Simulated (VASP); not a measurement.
Set up this calculation in VASP 6.6.1, as the native input.

```yaml
Task: single point
Functional: PBE
Potentials_or_basis: VASP PAW PBE potentials, release 64 (Hf_pv, O, Al)
Cutoff: 520 eV
k_mesh: 1 × 1 × 1, shifted
Occupations: fermi-dirac, width 0.01 eV
Spin: collinear spin
Starting_moments: "[0.01, 0.11, 0.07, 0.0, 0.0, 0.08, 0.01, 0.01, 0.01, 0.01, 0.02, 0.01, 0.01, 0.0, 0.02, 0.0, 0.0, 0.02, 0.0, 0.01, 0.0, 0.01, 0.01, 0.0, 0.01] μB"
Fixed_moment: 1 μB
Dipole_correction: no
Further_INCAR_settings: ALGO = Normal; EDIFF = 1e-06; NBANDS = 112
```

The structure of Hf8AlO16 (a cell with a defect) lies in POSCAR:

```
Hf8AlO16
1.0
    0.0000000000      5.0697034800      5.1017273300
    5.2943205200      0.0000000000      5.1017273300
    5.2943205200      5.0697034800      0.0000000000
Hf O Al
8 16 1
Direct
    0.2135861508      0.0159670818      0.0443092084
    0.6839983053      0.5444801285      0.5670507994
    0.2783865514      0.4892232691      0.9821715908
    0.7974523627      0.9606135667      0.4919212715
    0.2121944420      0.0178225550      0.5123858050
    0.6890359965      0.5609208490     -0.0191106225
    0.2662614916      0.4712761611      0.4826515395
    0.7449999641      0.9963878886      0.9859050158
    0.0303514422      0.3831108743     -0.0092555339
    0.5473849158      0.8866927067      0.4752391924
    0.4093894936      0.4563990354      0.6748711583
    0.9174221300      0.9562036798      0.1655991989
    0.0982337579      0.3857736851      0.3381154307
    0.6003932890      0.9012483128      0.8471552765
    0.3366545215      0.6473220173      0.1212568749
    0.8290490839      0.1677311576      0.6216692922
    0.1538352203      0.8036203009      0.4413846011
    0.6340194369      0.3391280245      0.9301791462
    0.3872469601      0.0941956653      0.1385478936
    0.8861314579      0.5955006465      0.6435996261
    0.2112714896      0.1622035860      0.7096969691
    0.7249847104      0.6328312903      0.2230366125
    0.0721096916      0.8009626449      0.8416849748
    0.6170014547      0.3027380172      0.3293442278
    0.9018458880      0.3261597647      0.2883659308
```

These files were run (other wordings do the same):

INCAR

```
SYSTEM = Hf8AlO16
  ALGO = Normal
  EDIFF = 1E-6
  ENCUT = 520
  GGA = PE
  GGA_COMPAT = .FALSE.
  ISIF = 2
  ISMEAR = -1
  ISPIN = 2
  LASPH = .TRUE.
  LCHARG = .FALSE.
  LMAXMIX = 4
  LORBIT = 11
  LREAL = .FALSE.
  LWAVE = .FALSE.
  MAGMOM = 0.01 0.11 0.07 0 0 0.08 0.01 0.01 0.01 0.01 0.02 0.01 0.01 0 0.02 0 0 0.02 0 0.01 0 0.01 0.01 0 0.01
  NBANDS = 112
  NELM = 200
  NUPDOWN = 1.0
  PREC = Accurate
  SIGMA = 0.01
```

KPOINTS

```
Automatic mesh
0
Gamma
  1 1 1
  0.25 0.25 0.25
```

Potentials or basis: VASP PAW PBE potentials, release 64 (Hf_pv, O, Al).

Launch:

```console
$ cat potpaw_PBE.64/Hf_pv/POTCAR potpaw_PBE.64/O/POTCAR potpaw_PBE.64/Al/POTCAR > POTCAR
$ mpirun -np 1 vasp_std > vasp.out
```

Results of the run:

```json
{
  "Pressure": "7.1 GPa",
  "Largest force": "0.279 eV/Å",
  "Net moment": "1.00 μB per cell",
  "Site moments": "Hf +0.01, +0.23, +0.18, +0.09, +0.02, +0.04 (each value once); O +0.01, +0.05, +0.00, +0.02, -0.00 (each value once); Al +0.00 μB",
  "Valence electrons inside the program's atomic spheres": "Hf 8.31, 8.62, 8.47, 8.46, 8.37, 8.58, 8.28 (each value once); O 5.13, 5.11, 5.12, 5.10, 5.09, 5.14, 5.08 (each value once); Al 0.84"
}
```

Caveat: the k points lie up to 0.53 Å⁻¹ apart; the total moment is fixed, so each spin has its own Fermi level and the state may be an excited one.

Run time: 7.2 min on 1 thread of Intel(R) Xeon(R) Platinum 8488C (Sapphire Rapids), on a shared host, peak memory 0.62 GiB.
